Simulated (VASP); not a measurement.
# Mn (P6_3/mmc) in VASP: notebook

Mn is run at these levels: PBE; tasks: single point.

Program: VASP 6.6.1. These are calculated values, not measurements. Logs are shortened: lines on timing, memory, paths and dates and some standing lists are left out, and cuts for length are marked.

## (1) The cell of the first run

It takes space group P6_3/mmc (No. 194, hexagonal). The conventional cell has a = 2.417 Å, b = 2.417 Å, c = 7.798 Å, α = 90.00°, β = 90.00°, γ = 120.00°. Within 3.2 Å of Mn (site symmetry -3m) lie 12 Mn at 2.40 to 2.42 Å. Mn (site symmetry -6m2) has 12 Mn at 2.40 to 2.42 Å within 3.2 Å.

This isn't the form of Mn at room conditions, which is a 58-atom cubic cell.

## (2) Single point, PBE (9.86 Å³/atom)

INCAR

```
PREC = Accurate
ENCUT = 520
EDIFF = 1E-6
ISMEAR = -1
SIGMA = 0.1
LREAL = False
LASPH = True
NELM = 60
ALGO = Normal
ISIF = 2
LWAVE = False
LCHARG = False
GGA = PE
NBANDS = 34
```

KPOINTS

```
Automatic mesh
0
Gamma
  16 16 5
```

POSCAR

```
Mn
1.0
    2.4167980228      0.0000000000      0.0000000000
   -1.2083990114      2.0930084835      0.0000000000
    0.0000000000      0.0000000000      7.7984282755
Mn
4
Direct
    1.0000000000      1.0000000000      0.0000000000
    1.0000000000      1.0000000000      0.5000000000
    0.3333333333      0.6666666667      0.2500000000
    0.6666666667      0.3333333333      0.7500000000
```

Potentials or basis: VASP PAW PBE potentials, release 64 (Mn_pv).

On the command line:

```sh
cat potpaw_PBE.64/Mn_pv/POTCAR > POTCAR
mpirun -np 1 vasp_std > vasp.out
```

OUTCAR:

```text
PREC = Accurate
   ENCUT = 520
   EDIFF = 1E-6
   ISMEAR = -1
   LREAL = False
   LASPH = True
   NELM = 60
   ISIF = 2
   GGA = PE

 ion  position               nearest neighbor table
   1  0.000  0.000  0.000-   3 2.40   4 2.40   3 2.40   4 2.40   4 2.40   3 2.40
   2  0.000  0.000  0.500-   3 2.40   4 2.40   3 2.40   4 2.40   4 2.40   3 2.40
   3  0.333  0.667  0.250-   1 2.40   2 2.40   1 2.40   2 2.40   1 2.40   2 2.40
   4  0.667  0.333  0.750-   1 2.40   2 2.40   1 2.40   2 2.40   1 2.40   2 2.40

  LATTYP: Found a hexagonal cell.
 ALAT       =     2.4167980228
 C/A-ratio  =     3.2267604500

  Lattice vectors:

 A1 = (   2.4167980228,   0.0000000000,   0.0000000000)
 A2 = (  -1.2083990114,   2.0930084835,   0.0000000000)
 A3 = (   0.0000000000,   0.0000000000,   7.7984282755)

Analysis of symmetry for initial positions (statically):
=====================================================================
 Subroutine PRICEL returns:
 Original cell was already a primitive cell.

 Routine SETGRP: Setting up the symmetry group for a
 hexagonal supercell.

 Subroutine GETGRP returns: Found 24 space group operations
 (whereof 12 operations were pure point group operations)
 out of a pool of 24 trial point group operations.

The static configuration has the point symmetry D_3d.
 The point group associated with its full space group is D_6h.

Analysis of symmetry for dynamics (positions and initial velocities):
=====================================================================
 Subroutine PRICEL returns:
 Original cell was already a primitive cell.

 Routine SETGRP: Setting up the symmetry group for a
 hexagonal supercell.

 Subroutine GETGRP returns: Found 24 space group operations
 (whereof 12 operations were pure point group operations)
 out of a pool of 24 trial point group operations.

The dynamic configuration has the point symmetry D_3d.
 The point group associated with its full space group is D_6h.

 Subroutine INISYM returns: Found 24 space group operations
 (whereof 12 operations are pure point group operations),
 and found     1 'primitive' translations

----------------------------------------------------------------------------------------

                                     Primitive cell

  volume of cell :      39.4474

  direct lattice vectors                    reciprocal lattice vectors
     2.416798023  0.000000000  0.000000000     0.413770613  0.238890575  0.000000000
    -1.208399011  2.093008483  0.000000000     0.000000000  0.477781150  0.000000000
[... 84 lines left out ...]
   LNONCOLLINEAR =      F non collinear calculations
   LSORBIT =      F    spin-orbit coupling
   LASPH  =      T    aspherical Exc in radial PAW
   ENCUT  =  520.0 eV  38.22 Ry    6.18 a.u.   4.49  4.49 14.50*2*pi/ulx,y,z
   NELM   =     60;   NELMIN=  2; NELMDL= -5     # of ELM steps
   EDIFF  = 0.1E-05   stopping-criterion for ELM
   LREAL  =      F    real-space projection
[... 7 lines left out ...]
   TEBEG  =    0.0;   TEEND  =   0.0 temperature during run
   PSTRESS=    0.0 pullay stress
   NELECT =      52.0000    total number of electrons
   NUPDOWN=      -1.0000    fix difference up-down
   EMIN   =  10.00;   EMAX   =-10.00  energy-range for DOS
   EFERMI =   0.00;   METHOD = LEGACY
   ISMEAR =    -1;   SIGMA  =   0.10  broadening in eV -4-tet -1-fermi 0-gaus
   EFERMI_NEDOS =   21; number of points for ismear=-14 and -15
   IALGO  =     38    algorithm
   IMIX   =      4    mixing-type and parameters
     AMIX     =   0.40;   BMIX     =  1.00
     AMIX_MAG =   1.60;   BMIX_MAG =  1.00
  volume/ion in A,a.u.               =       9.86        66.55
  Fermi-wavevector in a.u.,A,eV,Ry     =   1.795022  3.392100 43.839392  3.222104
  Thomas-Fermi vector in A             =   2.856859
   LORBIT       =      0    0 simple, 1 ext, 2 COOP (PROOUT), +10 PAW based schemes
   GGA     = PE    functional components
   LHFCALC =     F    Hartree Fock is set to
   AEXX    =    0.0000 exact exchange contribution
   IVDW    =     0    specifies the selected vdW correction
   LEPSILON=     F    determine dielectric tensor
   LRPA    =     F    only Hartree local field effects (RPA)
 non-spin polarized calculation
  energy-cutoff  :      520.00
  volume of cell :       39.45
 maximum number of plane-waves:      1091
 NGX is ok and might be reduce to    18
   NGX =  9   NGY =  9   NGZ = 29

 number of electron      51.9999994 magnetization

 Free energy of the ion-electron system (eV)
  ---------------------------------------------------
  ext. energy  EPLUGINS =         0.00000000
  ---------------------------------------------------
  free energy    TOTEN  =       -35.58686601 eV

  energy without entropy =      -35.43148827  energy(sigma->0) =      -35.50917714

 E-fermi :  11.7074     XC(G=0): -14.5463

 val. band max:       11.6950429975   @ k =   0.3125   0.0000   0.0000
 cond. band min:      11.7092526595   @ k =   0.3125   0.2500   0.0000
 fundamental gap:      0.0142096620
 Fermi energy:        11.7074304712

 k-point     1 :       0.0000    0.0000    0.0000
  band No.  band energies     occupation
      1     -36.8172      2.00000
      2     -36.3499      2.00000
      3     -36.2742      2.00000
      4     -35.9320      2.00000
      5     -35.9320      2.00000
      6     -35.8658      2.00000
[... 877 lines left out ...]
     33      14.6602      0.00000
     34      15.4516      0.00000

 [... further k-points ...]

------------------------ aborting loop because EDIFF is reached ----------------------------------------

  FORCE on cell =-STRESS in cart. coord.  units (eV):
  Direction    XX          YY          ZZ          XY          YZ          ZX
  --------------------------------------------------------------------------------------
  -------------------------------------------------------------------------------------
  Total        6.8941302      6.8941302      6.8505260      0.0000000     -0.0000000      0.0000000
  in kB      280.0087711    280.0087711    278.2377648      0.0000000     -0.0000000      0.0000000
  external PRESSURE =     279.4184357 kB  Pullay stress =       0.0000000 kB

 VOLUME and BASIS-vectors are now :
 -----------------------------------------------------------------------------
  energy-cutoff  :      520.00
  volume of cell :       39.45
      direct lattice vectors                 reciprocal lattice vectors
     2.416798023  0.000000000  0.000000000     0.413770613  0.238890575  0.000000000
    -1.208399011  2.093008483  0.000000000     0.000000000  0.477781150  0.000000000
     0.000000000  0.000000000  7.798428276     0.000000000  0.000000000  0.128230967

 POSITION                                       TOTAL-FORCE (eV/Angst)
 -----------------------------------------------------------------------------------
      0.00000      0.00000      0.00000        -0.000000      0.000000      0.000000
      0.00000      0.00000      3.89921        -0.000000      0.000000      0.000000
     -0.00000      1.39534      1.94961        -0.000000      0.000000     -0.000000
      1.20840      0.69767      5.84882         0.000000      0.000000     -0.000000
 -----------------------------------------------------------------------------------
    total drift:                                0.000000     -0.000000      0.000000

  FREE ENERGIE OF THE ION-ELECTRON SYSTEM (eV)
  ---------------------------------------------------
  free  energy   TOTEN  =       -35.5868660118 eV

  energy  without entropy=      -35.4314882689  energy(sigma->0) =      -35.50917714
```

stdout:

```text
POSCAR found type information on POSCAR Mn
 POSCAR found :  1 types and       4 ions
 scaLAPACK will be used
 LDA part: xc-table for (Slater+PW92), standard interpolation
 POSCAR, INCAR and KPOINTS ok, starting setup
 FFT: planning ... GRIDC
 FFT: planning ... GRID_SOFT
 FFT: planning ... GRID
 WAVECAR not read
 entering main loop
```

It took 58 s on 1 thread of AMD EPYC 9R45 (Zen 5), shared host; peak memory 0.18 GiB.

Results:

| Property | Result |
| --- | --- |
| Free energy | -35.5869 eV |
| Pressure | 27.9 GPa |
| Band gap on the k mesh | zero (bands 26 and 27 overlap by 2.49 eV) |

Levels at points of the mesh, in eV from the Fermi level:
| k point | band 23 | band 24 | band 25 | band 26 | band 27 | band 28 | band 29 | band 30 |
| --- | --- | --- | --- | --- | --- | --- | --- | --- |
| (0.00, 0.00, 0.00) | -1.14 | -0.88 | -0.88 | -0.80 | -0.80 | 0.27 | 0.27 | 0.78 |
| (0.50, 0.00, 0.00) | -0.61 | 0.11 | 0.12 | 1.51 | 1.97 | 1.98 | 2.08 | 2.09 |

Caveat: the cell stands under pressure; the run has no spin polarisation, though such a crystal can be magnetic. Spin polarisation is off, so any magnetic state and its effect on volume and gap are missing.

## (3) Single point, PBE (10.29 Å³/atom)

This run uses another cell than the first one, of 10.29 Å³/atom.

INCAR

```
SYSTEM = Mn
  PREC = Accurate
  ENCUT = 520
  EDIFF = 1E-6
  ISMEAR = -1
  SIGMA = 0.1
  LREAL = .False.
  LASPH = .True.
  NELM = 100
  ALGO = Normal
  ISIF = 2
  LWAVE = .False.
  LCHARG = .True.
  GGA = PE
  LELF = .True.
  LVHAR = .True.
  NBANDS = 34
```

KPOINTS

```
regular mesh
0
Gamma
  16 16 5
  0 0 0
```

POSCAR

```
Mn
1.0
    2.4513283740      0.0000000000      0.0000000000
   -1.2256641870      2.1229126449      0.0000000000
    0.0000000000      0.0000000000      7.9098494474
Mn
4
Direct
    1.0000000000      1.0000000000      0.0000000000
    1.0000000000      1.0000000000      0.5000000000
    0.3333333333      0.6666666667      0.2500000000
    0.6666666667      0.3333333333      0.7500000000
```

Potentials or basis: VASP PAW PBE potentials, release 64 (Mn_pv).

On the command line:

```sh
cat potpaw_PBE.64/Mn_pv/POTCAR > POTCAR
mpirun -np 1 vasp_std > vasp.out
```

Run time: 56 s. Hardware: 1 thread of AMD EPYC 9R45 (Zen 5), shared host; peak memory 0.18 GiB.

The run converged. Its results:

```
Free energy            : -35.8007 eV
Pressure               : 12.4 GPa
Band gap on the k mesh : zero (bands 26 and 27 overlap by 2.33 eV)
```

Stress tensor (GPa, compression positive):
```
12.41  0.00  0.00
 0.00 12.41  0.00
 0.00  0.00 12.30
```

Levels at points of the mesh, in eV from the Fermi level:
```csv
k point,band 23,band 24,band 25,band 26,band 27,band 28,band 29,band 30
"(0.00, 0.00, 0.00)",-1.07,-0.82,-0.82,-0.75,-0.75,0.26,0.26,0.74
"(0.50, 0.00, 0.00)",-0.58,0.11,0.12,1.41,1.86,1.86,1.96,1.97
```

Caveat: the cell stands under pressure; the run has no spin polarisation, though such a crystal can be magnetic.

## (4) Single point, PBE (10.72 Å³/atom)

This run uses another cell than the first one, of 10.72 Å³/atom.

INCAR

```
PREC = Accurate
ENCUT = 520
EDIFF = 1E-6
ISMEAR = -1
SIGMA = 0.1
LREAL = F
LASPH = T
NELM = 60
ALGO = Normal
ISIF = 2
LWAVE = F
LCHARG = F
GGA = PE
NBANDS = 34
```

KPOINTS

```
Automatic mesh
0
Gamma
  16 16 5
```

POSCAR

```
Mn
1.0
    2.4849123881      0.0000000000      0.0000000000
   -1.2424561940      2.1519972542      0.0000000000
    0.0000000000      0.0000000000      8.0182170156
Mn
4
Direct
    1.0000000000      1.0000000000      0.0000000000
    1.0000000000      1.0000000000      0.5000000000
    0.3333333333      0.6666666667      0.2500000000
    0.6666666667      0.3333333333      0.7500000000
```

On the command line:

```sh
cat potpaw_PBE.64/Mn_pv/POTCAR > POTCAR
mpirun -np 1 vasp_std > vasp.out
```

It took 57 s on 1 thread of AMD EPYC 9R45 (Zen 5), shared host; peak memory 0.18 GiB.

Results (log left out):

| Property | Result |
| --- | --- |
| Free energy | -35.8651 eV |
| Pressure | -0.1 GPa |
| Band gap on the k mesh | zero (bands 26 and 27 overlap by 2.19 eV) |

Stress tensor (GPa, compression positive):
```
-0.07  0.00  0.00
 0.00 -0.07  0.00
 0.00  0.00 -0.19
```

Levels at points of the mesh, in eV from the Fermi level:
| k point | band 24 | band 25 | band 26 | band 27 | band 28 | band 29 |
| --- | --- | --- | --- | --- | --- | --- |
| (0.00, 0.00, 0.00) | -0.77 | -0.77 | -0.70 | -0.70 | 0.24 | 0.24 |
| (0.50, 0.00, 0.00) | 0.11 | 0.12 | 1.33 | 1.75 | 1.75 | 1.84 |

Caveat: the run has no spin polarisation, though such a crystal can be magnetic.

## (5) Single point, PBE (11.15 Å³/atom)

This run uses another cell than the first one, of 11.15 Å³/atom.

INCAR

```
SYSTEM = Mn
ALGO     = Normal         ! electronic algorithm
EDIFF    = 1E-7           ! SCF threshold, eV
ENCUT    = 520            ! plane-wave cutoff, eV
GGA      = PE             ! functional
ISIF     = 2              ! what is computed and relaxed
ISMEAR   = -1             ! smearing method
LASPH    = .True.         ! aspherical terms in the spheres
LCHARG   = .False.        ! write CHGCAR
LREAL    = .False.        ! projectors in reciprocal space
LWAVE    = .False.        ! write WAVECAR
NBANDS   = 34             ! bands
NELM     = 100            ! most SCF steps
PREC     = Accurate       ! precision mode
SIGMA    = 0.1            ! smearing width, eV
```

KPOINTS

```
k-points
0
Gamma
  16 16 5
  0 0 0
```

POSCAR

```
Mn
1.0
    2.5176123536      0.0000000000      0.0000000000
   -1.2588061768      2.1803162551      0.0000000000
    0.0000000000      0.0000000000      8.1237319712
Mn
4
Direct
    1.0000000000      1.0000000000      0.0000000000
    1.0000000000      1.0000000000      0.5000000000
    0.3333333333      0.6666666667      0.2500000000
    0.6666666667      0.3333333333      0.7500000000
```

On the command line:

```sh
cat potpaw_PBE.64/Mn_pv/POTCAR > POTCAR
mpirun -np 1 vasp_std > vasp.out
```

Run time: 79 s. Hardware: 1 thread of AMD EPYC 9R45 (Zen 5), shared host; peak memory 0.19 GiB.

The run converged. Its results:

| Quantity | Value |
| --- | --- |
| Free energy | -35.8095 eV |
| Pressure | -10.1 GPa |
| Band gap on the k mesh | zero (bands 26 and 27 overlap by 2.07 eV) |

Stress tensor (GPa, compression positive):
```
-10.04   0.00   0.00
  0.00 -10.04   0.00
  0.00   0.00 -10.22
```

Levels at points of the mesh, in eV from the Fermi level:
```csv
k point,band 24,band 25,band 26,band 27,band 28,band 29
"(0.00, 0.00, 0.00)",-0.73,-0.73,-0.66,-0.66,0.23,0.23
"(0.50, 0.00, 0.00)",0.11,0.12,1.26,1.65,1.65,1.74
```

Caveat: the cell stands under tension; the run has no spin polarisation, though such a crystal can be magnetic.

## (6) Summary

```csv
cell,gap on the mesh (eV),pressure (GPa)
"a = 2.417, b = 2.417, c = 7.798 Å, angles 90.0, 90.0, 120.0°, 4 atoms",none,27.9
"a = 2.451, b = 2.451, c = 7.910 Å, angles 90.0, 90.0, 120.0°, 4 atoms",none,12.4
"a = 2.485, b = 2.485, c = 8.018 Å, angles 90.0, 90.0, 120.0°, 4 atoms",none,-0.1
"a = 2.518, b = 2.518, c = 8.124 Å, angles 90.0, 90.0, 120.0°, 4 atoms",none,-10.1
```

Alike in all rows: task single point; level PBE; potentials or basis VASP PAW PBE potentials, release 64 (Mn_pv); no spin polarisation; k mesh 16 × 16 × 5; cutoff (eV) 520; smearing fermi-dirac 0.1 eV.

Caveats: the run has no spin polarisation, though such a crystal can be magnetic; the cell stands under pressure (at least some runs); the cell stands under tension (at least some runs).

Total energies depend on the potentials used, so only differences within one code and one set of settings carry meaning.
